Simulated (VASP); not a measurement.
# Ge2Sb3O (P4/mmm) in VASP: a series of runs

The runs below take Ge2Sb3O through single point, relaxation of cell and atoms, with PBE.

Everything below comes from runs of VASP 6.6.1. Logs are shortened: lines on timing, memory, paths and dates and some standing lists are left out, and cuts for length are marked.

### Step 1. The cell of the first run

Symmetry: P4/mmm, No. 123, tetragonal system. The conventional cell has a = 3.365 Å, b = 3.365 Å, c = 10.975 Å, α = 90.00°, β = 90.00°, γ = 90.00°. Ge (site symmetry 4mm) has 8 Sb at 3.11 to 3.13 Å and 5 Ge at 3.37 to 4.01 Å and 1 O at 3.48 Å within 4.1 Å. Sb (site symmetry 4mm) has 4 O at 2.79 Å and 5 Sb at 2.90 to 3.37 Å and 4 Ge at 3.13 Å within 3.7 Å. Sb (site symmetry 4/mmm) has 8 Ge at 3.11 Å and 6 Sb at 3.37 to 4.04 Å within 4.1 Å. Within 3.7 Å of O (site symmetry 4/mmm) lie 8 Sb at 2.79 Å and 4 O at 3.37 Å and 2 Ge at 3.48 Å.

### Step 2. Single point, PBE

INCAR

```
SYSTEM = Ge2Sb3O
PREC = Accurate
ENCUT = 520
EDIFF = 1E-7
ISMEAR = 0
SIGMA = 0.1
LREAL = .FALSE.
LASPH = .TRUE.
NELM = 100
ALGO = Normal
ISIF = 2
LWAVE = .FALSE.
LCHARG = .FALSE.
GGA = PE
NBANDS = 34
```

KPOINTS

```
regular mesh
0
G
  12 12 4
  0 0 0
```

POSCAR

```
Ge2Sb3O
1.0
    3.3651487584      0.0000000000      0.0000000000
    0.0000000000      3.3651487584      0.0000000000
    0.0000000000      0.0000000000     10.9748263520
Ge Sb O
2 3 1
Direct
    0.0000000000      0.0000000000      0.3171541973
    0.0000000000      0.0000000000      0.6828458027
    0.5000000000      0.5000000000      0.1320165262
    0.5000000000      0.5000000000      0.5000000000
    0.5000000000      0.5000000000      0.8679834738
    0.0000000000      0.0000000000      0.0000000000
```

Potentials or basis: VASP PAW PBE potentials, release 64 (Ge_d, Sb, O).

Started as:

```bash
$ cat potpaw_PBE.64/Ge_d/POTCAR potpaw_PBE.64/Sb/POTCAR potpaw_PBE.64/O/POTCAR > POTCAR
$ mpirun -np 1 vasp_std > vasp.out
```

OUTCAR:

```text
SYSTEM = Ge2Sb3O
   PREC = Accurate
   ENCUT = 520
   EDIFF = 1E-7
   ISMEAR = 0
   LREAL = .FALSE.
   LASPH = .TRUE.
   NELM = 100
   ISIF = 2
   GGA = PE

 ion  position               nearest neighbor table
   1  0.000  0.000  0.317-   4 3.11   4 3.11   4 3.11   4 3.11   3 3.13   3 3.13   3 3.13   3 3.13

   2  0.000  0.000  0.683-   4 3.11   4 3.11   4 3.11   4 3.11   5 3.13   5 3.13   5 3.13   5 3.13

   3  0.500  0.500  0.132-   6 2.79   6 2.79   6 2.79   6 2.79   5 2.90   1 3.13   1 3.13   1 3.13
                             1 3.13
   4  0.500  0.500  0.500-   1 3.11   2 3.11   1 3.11   2 3.11   1 3.11   2 3.11   1 3.11   2 3.11

   5  0.500  0.500  0.868-   6 2.79   6 2.79   6 2.79   6 2.79   3 2.90   2 3.13   2 3.13   2 3.13
                             2 3.13
   6  0.000  0.000  0.000-   3 2.79   5 2.79   3 2.79   5 2.79   3 2.79   5 2.79   3 2.79   5 2.79

  LATTYP: Found a simple tetragonal cell.
 ALAT       =     3.3651487584
 C/A-ratio  =     3.2613198227

  Lattice vectors:

 A1 = (   3.3651487584,   0.0000000000,   0.0000000000)
 A2 = (   0.0000000000,   3.3651487584,   0.0000000000)
 A3 = (   0.0000000000,   0.0000000000,  10.9748263520)

Analysis of symmetry for initial positions (statically):
=====================================================================
 Subroutine PRICEL returns:
 Original cell was already a primitive cell.

 Routine SETGRP: Setting up the symmetry group for a
 simple tetragonal supercell.

 Subroutine GETGRP returns: Found 16 space group operations
 (whereof 16 operations were pure point group operations)
 out of a pool of 16 trial point group operations.

The static configuration has the point symmetry D_4h.

Analysis of symmetry for dynamics (positions and initial velocities):
=====================================================================
 Subroutine PRICEL returns:
 Original cell was already a primitive cell.

 Routine SETGRP: Setting up the symmetry group for a
 simple tetragonal supercell.

 Subroutine GETGRP returns: Found 16 space group operations
 (whereof 16 operations were pure point group operations)
 out of a pool of 16 trial point group operations.

The dynamic configuration has the point symmetry D_4h.

 Subroutine INISYM returns: Found 16 space group operations
 (whereof 16 operations are pure point group operations),
 and found     1 'primitive' translations

----------------------------------------------------------------------------------------

                                     Primitive cell

  volume of cell :     124.2814

  direct lattice vectors                    reciprocal lattice vectors
     3.365148758  0.000000000  0.000000000     0.297163683  0.000000000  0.000000000
     0.000000000  3.365148758  0.000000000     0.000000000  0.297163683  0.000000000
     0.000000000  0.000000000 10.974826352     0.000000000  0.000000000  0.091117615

  length of vectors
     3.365148758  3.365148758 10.974826352     0.297163683  0.297163683  0.091117615

  position of ions in fractional coordinates (direct lattice)
     0.000000000  0.000000000  0.317154197
     0.000000000  0.000000000  0.682845803
     0.500000000  0.500000000  0.132016526
     0.500000000  0.500000000  0.500000000
     0.500000000  0.500000000  0.867983474
     0.000000000  0.000000000  0.000000000

  ion indices of the primitive-cell ions
   primitive index   ion index
                 1           1
                 2           2
                 3           3
                 4           4
                 5           5
                 6           6

----------------------------------------------------------------------------------------

 KPOINTS: regular mesh

Automatic generation of k-mesh.
 Grid dimensions read from file:
 generate k-points for:   12   12    4

 Generating k-lattice:

  Cartesian coordinates                     Fractional coordinates (reciprocal lattice)
     0.024763640  0.000000000  0.000000000     0.083333333  0.000000000  0.000000000
     0.000000000  0.024763640  0.000000000     0.000000000  0.083333333  0.000000000
     0.000000000  0.000000000  0.022779404     0.000000000  0.000000000  0.250000000

  Length of vectors
     0.024763640  0.024763640  0.022779404

  Shift w.r.t. Gamma in fractional coordinates (k-lattice)
     0.000000000  0.000000000  0.000000000

 Subroutine IBZKPT returns following result:
 ===========================================

 Found     84 irreducible k-points:

 Following reciprocal coordinates:
            Coordinates               Weight
  0.000000  0.000000  0.000000      1.000000
  0.083333  0.000000  0.000000      4.000000
  0.166667  0.000000  0.000000      4.000000
  0.250000  0.000000  0.000000      4.000000
  0.333333  0.000000  0.000000      4.000000
  0.416667  0.000000  0.000000      4.000000
[... 16 lines left out ...]
  0.333333  0.333333  0.000000      4.000000
  0.416667  0.333333  0.000000      8.000000
 [... further k-points ...]
   k-points           NKPTS =     84   k-points in BZ     NKDIM =     84   number of bands    NBANDS=     34
   number of dos      NEDOS =    301   number of ions     NIONS =      6
   total plane-waves  NPLWV =  65856
   dimension x,y,z NGX =    28 NGY =   28 NGZ =   84
   dimension x,y,z NGXF=    56 NGYF=   56 NGZF=  168
   ions per type =               2   3   1
   NGX,Y,Z   is equivalent  to a cutoff of  13.83, 13.83, 12.72 a.u.
   NGXF,Y,Z  is equivalent  to a cutoff of  27.67, 27.67, 25.45 a.u.
 SYSTEM =  Ge2Sb3O
   PREC   = accura    normal or accurate (medium, high low for compatibility)
   ISTART =      0    job   : 0-new  1-cont  2-samecut
   ICHARG =      2    charge: 1-file 2-atom 10-const
   ISPIN  =      1    spin polarized calculation?
   LNONCOLLINEAR =      F non collinear calculations
   LSORBIT =      F    spin-orbit coupling
   LASPH  =      T    aspherical Exc in radial PAW
   ENCUT  =  520.0 eV  38.22 Ry    6.18 a.u.   6.26  6.26 20.41*2*pi/ulx,y,z
   NELM   =    100;   NELMIN=  2; NELMDL= -5     # of ELM steps
   EDIFF  = 0.1E-06   stopping-criterion for ELM
   LREAL  =      F    real-space projection
   EDIFFG = 0.1E-05   stopping-criterion for IOM
   NSW    =      0    number of steps for IOM
   IBRION =     -1    ionic relax: 0-MD 1-quasi-New 2-CG
   NFREE  =      0    steps in history (QN), initial steepest desc. (CG)
   ISIF   =      2    stress and relaxation
   ISYM   =      2    0-nonsym 1-usesym 2-fastsym
   POTIM  = 0.5000    time-step for ionic-motion
   TEBEG  =    0.0;   TEEND  =   0.0 temperature during run
   PSTRESS=    0.0 pullay stress
   NELECT =      49.0000    total number of electrons
   NUPDOWN=      -1.0000    fix difference up-down
   EMIN   =  10.00;   EMAX   =-10.00  energy-range for DOS
   EFERMI =   0.00;   METHOD = LEGACY
   ISMEAR =     0;   SIGMA  =   0.10  broadening in eV -4-tet -1-fermi 0-gaus
   EFERMI_NEDOS =   21; number of points for ismear=-14 and -15
   IALGO  =     38    algorithm
   IMIX   =      4    mixing-type and parameters
     AMIX     =   0.40;   BMIX     =  1.00
     AMIX_MAG =   1.60;   BMIX_MAG =  1.00
  volume/ion in A,a.u.               =      20.71       139.78
  Fermi-wavevector in a.u.,A,eV,Ry     =   1.200434  2.268490 19.606549  1.441041
  Thomas-Fermi vector in A             =   2.336270
   LORBIT       =      0    0 simple, 1 ext, 2 COOP (PROOUT), +10 PAW based schemes
   GGA     = PE    functional components
   LHFCALC =     F    Hartree Fock is set to
   AEXX    =    0.0000 exact exchange contribution
   IVDW    =     0    specifies the selected vdW correction
   LEPSILON=     F    determine dielectric tensor
   LRPA    =     F    only Hartree local field effects (RPA)
 non-spin polarized calculation
 Gauss-broadening in eV      SIGMA  =   0.10
  energy-cutoff  :      520.00
  volume of cell :      124.28
 maximum number of plane-waves:      3370
 NGX is ok and might be reduce to    28
   NGX = 13   NGY = 13   NGZ = 41

 number of electron      49.0000004 magnetization

 Free energy of the ion-electron system (eV)
  ---------------------------------------------------
  ext. energy  EPLUGINS =         0.00000000
  ---------------------------------------------------
  free energy    TOTEN  =       -25.22298204 eV

  energy without entropy =      -25.20782978  energy(sigma->0) =      -25.21540591

 E-fermi :   7.8468     XC(G=0): -10.7162

 val. band max:        7.8400775866   @ k =   0.5000   0.2500   0.2500
 cond. band min:       7.8484790147   @ k =   0.0833   0.0000   0.0000
 fundamental gap:      0.0084014281
 Fermi energy:         7.8467851347

 k-point     1 :       0.0000    0.0000    0.0000
  band No.  band energies     occupation
      1     -16.9921      2.00000
      2     -16.9920      2.00000
      3     -16.9656      2.00000
      4     -16.9639      2.00000
      5     -16.9639      2.00000
      6     -16.9630      2.00000
[... 26 lines left out ...]
     33      12.4884      0.00000
     34      13.3869      0.00000

 k-point     2 :       0.0833    0.0000    0.0000
  band No.  band energies     occupation
      1     -16.9906      2.00000
      2     -16.9906      2.00000
      3     -16.9650      2.00000
      4     -16.9645      2.00000
      5     -16.9645      2.00000
      6     -16.9624      2.00000
[... 26 lines left out ...]
     33      13.1947      0.00000
     34      13.6058      0.00000

 k-point     3 :       0.1667    0.0000    0.0000
  band No.  band energies     occupation
      1     -16.9870      2.00000
      2     -16.9868      2.00000
      3     -16.9662      2.00000
      4     -16.9661      2.00000
      5     -16.9635      2.00000
      6     -16.9631      2.00000
[... 26 lines left out ...]
     33      13.0776      0.00000
     34      13.8279      0.00000
[... 704 lines left out ...]
 k-point    23 :       0.3333    0.3333    0.0000
  band No.  band energies     occupation
      1     -16.9794      2.00000
      2     -16.9791      2.00000
      3     -16.9683      2.00000
      4     -16.9678      2.00000
      5     -16.9669      2.00000
      6     -16.9664      2.00000
[... 26 lines left out ...]
     33      11.0293      0.00000
     34      12.1742      0.00000

 k-point    24 :       0.4167    0.3333    0.0000
  band No.  band energies     occupation
      1     -16.9815      2.00000
      2     -16.9812      2.00000
      3     -16.9702      2.00000
      4     -16.9686      2.00000
      5     -16.9676      2.00000
      6     -16.9663      2.00000
[... 26 lines left out ...]
     33      10.6972      0.00000
     34      11.4323      0.00000

 [... further k-points ...]

------------------------ aborting loop because EDIFF is reached ----------------------------------------

  FORCE on cell =-STRESS in cart. coord.  units (eV):
  Direction    XX          YY          ZZ          XY          YZ          ZX
  --------------------------------------------------------------------------------------
  -------------------------------------------------------------------------------------
  Total       -0.1532461     -0.1532461     -0.1632710      0.0000000      0.0000000     -0.0000000
  in kB       -1.9755765     -1.9755765     -2.1048131      0.0000000      0.0000000     -0.0000000
  external PRESSURE =      -2.0186554 kB  Pullay stress =       0.0000000 kB

 VOLUME and BASIS-vectors are now :
 -----------------------------------------------------------------------------
  energy-cutoff  :      520.00
  volume of cell :      124.28
      direct lattice vectors                 reciprocal lattice vectors
     3.365148758  0.000000000  0.000000000     0.297163683  0.000000000  0.000000000
     0.000000000  3.365148758  0.000000000     0.000000000  0.297163683  0.000000000
     0.000000000  0.000000000 10.974826352     0.000000000  0.000000000  0.091117615

 POSITION                                       TOTAL-FORCE (eV/Angst)
 -----------------------------------------------------------------------------------
      0.00000      0.00000      3.48071        -0.000000     -0.000000     -0.001681
      0.00000      0.00000      7.49411         0.000000     -0.000000      0.001681
      1.68257      1.68257      1.44886         0.000000      0.000000     -0.023213
      1.68257      1.68257      5.48741        -0.000000     -0.000000      0.000000
      1.68257      1.68257      9.52597        -0.000000     -0.000000      0.023213
      0.00000      0.00000      0.00000        -0.000000     -0.000000      0.000000
 -----------------------------------------------------------------------------------
    total drift:                               -0.000000     -0.000000      0.000000

  FREE ENERGIE OF THE ION-ELECTRON SYSTEM (eV)
  ---------------------------------------------------
  free  energy   TOTEN  =       -25.2229820391 eV

  energy  without entropy=      -25.2078297788  energy(sigma->0) =      -25.21540591
```

It took 4.7 min on 1 thread of Intel Xeon 6975P-C (Granite Rapids), shared host; peak memory 0.44 GiB.

What came out:

```
Free energy   : -25.2230 eV
Pressure      : -0.2 GPa
Largest force : 0.023 eV/Å
```

Forces on the atoms (eV/Å):
```
Ge   0.000  0.000 -0.002
Ge   0.000  0.000  0.002
Sb   0.000  0.000 -0.023
Sb   0.000  0.000  0.000
Sb   0.000  0.000  0.023
O    0.000  0.000  0.000
```

Levels at points of the mesh, in eV from the Fermi level:
| k point | band 22 | band 23 | band 24 | band 25 | band 26 | band 27 |
| --- | --- | --- | --- | --- | --- | --- |
| (0.00, 0.00, 0.00) | 0.32 | 0.32 | 1.29 | 1.29 | 2.84 | 2.84 |
| (0.50, 0.00, 0.00) | -1.32 | -0.74 | -0.63 | 1.64 | 2.26 | 2.78 |
| (0.50, 0.50, 0.00) | -3.74 | -2.83 | -1.65 | -1.08 | -1.08 | -0.83 |
| (0.00, 0.00, 0.50) | 0.23 | 0.76 | 1.37 | 1.57 | 1.57 | 2.55 |
| (0.50, 0.00, 0.50) | -2.18 | -1.37 | 0.30 | 0.77 | 1.74 | 2.87 |
| (0.50, 0.50, 0.50) | -2.63 | -2.63 | -2.54 | -2.54 | -2.29 | -0.41 |

Caveat: spin-orbit coupling is left out, which moves the levels of the heavy elements; an odd number of electrons without spin polarisation forces a metal; a magnetic or distorted state may lie lower.

[end of part 1 of 2]
